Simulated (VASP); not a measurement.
# V (Im-3m) in VASP: a series of runs, part 2 of 2

VASP 6.6.1. The steps go on from the part before.

**4. Relaxation of cell and atoms, PBEsol, collinear spin, ferromagnetic start, target pressure 5 GPa, at which the enthalpy is minimised**

This run uses another cell than the first one, of 13.89 Å³/atom, 1.101 times its volume.

INCAR reads:

```
PREC = Accurate ; ENCUT = 600
EDIFF = 1E-7 ; ISMEAR = -1
SIGMA = 0.05 ; LREAL = F
LASPH = T ; NELM = 150
ALGO = Normal ; ISIF = 3
LWAVE = F ; LCHARG = F
ISPIN = 2 ; MAGMOM = 2
LORBIT = 11 ; LMAXMIX = 4
GGA = PS ; IBRION = 2
NSW = 80 ; EDIFFG = -0.02
PSTRESS = 50.0
```

KPOINTS reads:

```
regular mesh
0
Gamma
  12 12 12
```

POSCAR reads:

```
V
1.0
   -1.5143500000      1.5143500000      1.5143500000
    1.5143500000     -1.5143500000      1.5143500000
    1.5143500000      1.5143500000     -1.5143500000
V
1
Direct
    0.0000000000      0.0000000000      0.0000000000
```

The run is started by

```sh
> cat potpaw_PBE.64/V_sv/POTCAR > POTCAR
> mpirun -np 1 vasp_std > vasp.out
```

Wall time 2 min (1 thread of Intel Xeon 8259CL, shared host); peak memory 0.17 GiB.

It converged, with:

- Free energy: -9.6328 eV
- Relaxed volume: 12.63 Å³/atom
- Relaxed cell: a = 2.541 Å, b = 2.541 Å, c = 2.541 Å, α = 109.47°, β = 109.47°, γ = 109.47°
- Space group after relaxing (to 0.05 Å): Im-3m (No. 229)
- Energy change on relaxing (the enthalpy is what falls): -32.4 meV/atom
- Ionic steps: 4
- Pressure after relaxing: 4.9 GPa
- Net moment: 0.00 μB per cell
- Valence electrons inside the program's atomic spheres: V 11.78

Step by step:
| step | energy change (eV) | largest force (eV/Å) | pressure (GPa) | volume (Å³) |
| --- | --- | --- | --- | --- |
| 1 | 0.0000 | 0.0000 | -11.93 | 13.89 |
| 2 | 0.1526 | 0.0000 | 38.30 | 11.14 |
| 3 | -0.0332 | 0.0000 | 4.47 | 12.66 |
| 4 | -0.0324 | 0.0000 | 4.93 | 12.63 |

Final structure:
```
CELL_PARAMETERS angstrom
-1.46711 1.46711 1.46711
1.46711 -1.46711 1.46711
1.46711 1.46711 -1.46711
ATOMIC_POSITIONS crystal
V 0.00000 0.00000 0.00000
```

Levels at points of the mesh, in eV from the Fermi level:
Spin up:
| k point | band 4 | band 5 | band 6 | band 7 | band 8 | band 9 |
| --- | --- | --- | --- | --- | --- | --- |
| (0.00, 0.00, 0.00) | -36.67 | -6.73 | 0.43 | 0.43 | 0.43 | 2.61 |
| (0.50, 0.00, 0.00) | -36.68 | -3.41 | -1.26 | 1.90 | 2.63 | 3.02 |
| (0.50, 0.50, 0.50) | -37.43 | -3.31 | -3.31 | 4.08 | 4.08 | 4.08 |
Spin down:
```
           k point  band 4  band 5  band 6  band 7  band 8  band 9
(0.00, 0.00, 0.00)  -36.67   -6.73    0.43    0.43    0.43    2.61
(0.50, 0.00, 0.00)  -36.68   -3.41   -1.26    1.90    2.63    3.02
(0.50, 0.50, 0.50)  -37.43   -3.31   -3.31    4.08    4.08    4.08
```

Caveat: the cell is relaxed towards a set pressure, so the enthalpy falls and the energy may rise; the PAW data sets were made with another functional, which shifts forces and pressure a little.

**5. Relaxation of cell and atoms, PBEsol, collinear spin, ferromagnetic start, target pressure 10 GPa, at which the enthalpy is minimised**

This run uses another cell than the first one, of 13.89 Å³/atom, 1.101 times its volume.

INCAR reads:

```
SYSTEM = V
  PREC = Accurate
  ENCUT = 600
  EDIFF = 1E-6
  ISMEAR = -1
  SIGMA = 0.05
  LREAL = .FALSE.
  LASPH = .TRUE.
  NELM = 150
  ALGO = Normal
  ISIF = 3
  LWAVE = .FALSE.
  LCHARG = .FALSE.
  ISPIN = 2
  MAGMOM = 2
  LORBIT = 11
  LMAXMIX = 4
  GGA = PS
  IBRION = 2
  NSW = 80
  EDIFFG = -0.02
  PSTRESS = 100.0
```

KPOINTS reads:

```
regular mesh
0
G
  12 12 12
  0 0 0
```

POSCAR is that of step 4.

Potentials or basis: VASP PAW PBE potentials, release 64 (V_sv).

The run is started by

```sh
> cat potpaw_PBE.64/V_sv/POTCAR > POTCAR
> mpirun -np 1 vasp_std > vasp.out
```

OUTCAR:

```text
SYSTEM = V
   PREC = Accurate
   ENCUT = 600
   EDIFF = 1E-6
   ISMEAR = -1
   LREAL = .FALSE.
   LASPH = .TRUE.
   NELM = 150
   ISIF = 3
   ISPIN = 2
   LORBIT = 11
   GGA = PS
   IBRION = 2
   NSW = 80
   EDIFFG = -0.02
   PSTRESS = 100.0

 ion  position               nearest neighbor table
   1  0.000  0.000  0.000-

  LATTYP: Found a body centered cubic cell.
 ALAT       =     3.0287000000

  Lattice vectors:

 A1 = (  -1.5143500000,   1.5143500000,   1.5143500000)
 A2 = (   1.5143500000,  -1.5143500000,   1.5143500000)
 A3 = (   1.5143500000,   1.5143500000,  -1.5143500000)

Analysis of symmetry for initial positions (statically):
=====================================================================
 Subroutine PRICEL returns:
 Original cell was already a primitive cell.

[... 200 lines left out ...]
      6       9.5920      0.00025
      7       9.5920      0.00025
      8       9.5920      0.00025
      9      11.5191      0.00000
     10      11.5191      0.00000
     11      29.4309      0.00000
[... 778 lines left out ...]
 number of electron      13.0000004 magnetization       0.0000014

 number of electron      13.0000004 magnetization      -0.0000022

 Free energy of the ion-electron system (eV)
  ---------------------------------------------------
  ext. energy  EPLUGINS =         0.00000000
  ---------------------------------------------------
  free energy    TOTEN  =        -9.61967490 eV

  energy without entropy =       -9.60344610  energy(sigma->0) =       -9.61156050

 E-fermi :  10.6914     XC(G=0): -13.5419

 val. band max:       10.6695112615   @ k =  -0.4167   0.5000   0.0833
 cond. band min:      10.6920918121   @ k =  -0.3333   0.3333   0.1667
 fundamental gap:      0.0225805506
 Fermi energy:        10.6913941204

 spin component 1

 k-point     1 :       0.0000    0.0000    0.0000
  band No.  band energies     occupation
      1     -52.6771      1.00000
      2     -25.9147      1.00000
      3     -25.9147      1.00000
      4     -25.9147      1.00000
      5       3.9179      1.00000
      6      11.1245      0.00017
      7      11.1245      0.00017
      8      11.1245      0.00017
      9      13.3623      0.00000
     10      13.3623      0.00000
     11      31.8525      0.00000
[... 694 lines left out ...]
  energy  without entropy=       -9.6034461049  energy(sigma->0) =       -9.61156050

  enthalpy is  TOTEN    =        -8.8491500656 eV   P V=        0.7705248344

 reached required accuracy - stopping structural energy minimisation

 total charge

# of ion       s       p       d       tot
------------------------------------------
    1        2.370   6.248   3.208  11.826

 magnetization (x)

# of ion       s       p       d       tot
------------------------------------------
    1        0.000   0.000   0.000   0.000
```

It took 1.7 min on 1 thread of Intel Xeon 8259CL, shared host; peak memory 0.17 GiB.

What came out:

```
Free energy                                            : -9.6197 eV
Relaxed volume                                         : 12.35 Å³/atom
Relaxed cell                                           : a = 2.522 Å, b = 2.522 Å, c = 2.522 Å, α = 109.47°, β = 109.47°, γ = 109.47°
Space group after relaxing (to 0.05 Å)                 : Im-3m (No. 229)
Energy change on relaxing (the enthalpy is what falls) : -19.2 meV/atom
Ionic steps                                            : 4
Pressure after relaxing                                : 9.9 GPa
Net moment                                             : 0.00 μB per cell
Valence electrons inside the program's atomic spheres  : V 11.83
```

Step by step:
```tsv
step	energy change (eV)	largest force (eV/Å)	pressure (GPa)	volume (Å³)
1	0.0000	0.0000	-11.93	13.89
2	0.3853	0.0000	64.42	10.41
3	-0.0225	0.0000	8.76	12.40
4	-0.0192	0.0000	9.92	12.35
```

Final structure:
```yaml
crystal:
  lattice:
    - [-1.45595, 1.45595, 1.45595]
    - [1.45595, -1.45595, 1.45595]
    - [1.45595, 1.45595, -1.45595]
  atoms:
    - { symbol: V, position: [0.00000, 0.00000, 0.00000] }
```

Levels at points of the mesh, in eV from the Fermi level:
Spin up:
```tsv
k point	band 4	band 5	band 6	band 7	band 8	band 9
(0.00, 0.00, 0.00)	-36.61	-6.77	0.43	0.43	0.43	2.67
(0.50, 0.00, 0.00)	-36.62	-3.50	-1.31	1.99	2.70	3.10
(0.50, 0.50, 0.50)	-37.41	-3.43	-3.43	4.20	4.20	4.20
```
Spin down:
```
           k point  band 2  band 3  band 4  band 5  band 6  band 7  band 8  band 9  band 10  band 11
(0.00, 0.00, 0.00)  -36.61  -36.61  -36.61   -6.77    0.43    0.43    0.43    2.67     2.67    21.16
(0.50, 0.00, 0.00)  -37.80  -36.97  -36.62   -3.50   -1.31    1.99    2.70    3.10     4.65    11.32
(0.50, 0.50, 0.50)  -37.41  -37.41  -37.41   -3.43   -3.43    4.20    4.20    4.20    11.03    11.03
```

Caveat: the cell is relaxed towards a set pressure, so the enthalpy falls and the energy may rise; the PAW data sets were made with another functional, which shifts forces and pressure a little.

**6. The runs side by side**

```csv
task,cell,cutoff (eV),gap on the mesh (eV),pressure (GPa),moment (μB)
single point,"a = 2.540 Å, angles 109.5°, 1 atom",520,none,5.3,0.00
relaxation of cell and atoms,"relaxed from a = 2.623 Å, angles 109.5°, 1 atom",600,none,-0.2,0.00
relaxation of cell and atoms,"relaxed to 5 GPa from a = 2.623 Å, angles 109.5°, 1 atom",600,none,4.9,0.00
relaxation of cell and atoms,"relaxed to 10 GPa from a = 2.623 Å, angles 109.5°, 1 atom",600,none,9.9,0.00
```

Alike in all rows: level PBEsol; potentials or basis VASP PAW PBE potentials, release 64 (V_sv); spin collinear, ferromagnetic start; k mesh 12 × 12 × 12; smearing fermi-dirac 0.05 eV.

Caveats: the PAW data sets were made with another functional, which shifts forces and pressure a little; the cell is relaxed towards a set pressure, so the enthalpy falls and the energy may rise (some runs).

Total energies depend on the potentials used, so only differences within one code and one set of settings carry meaning.
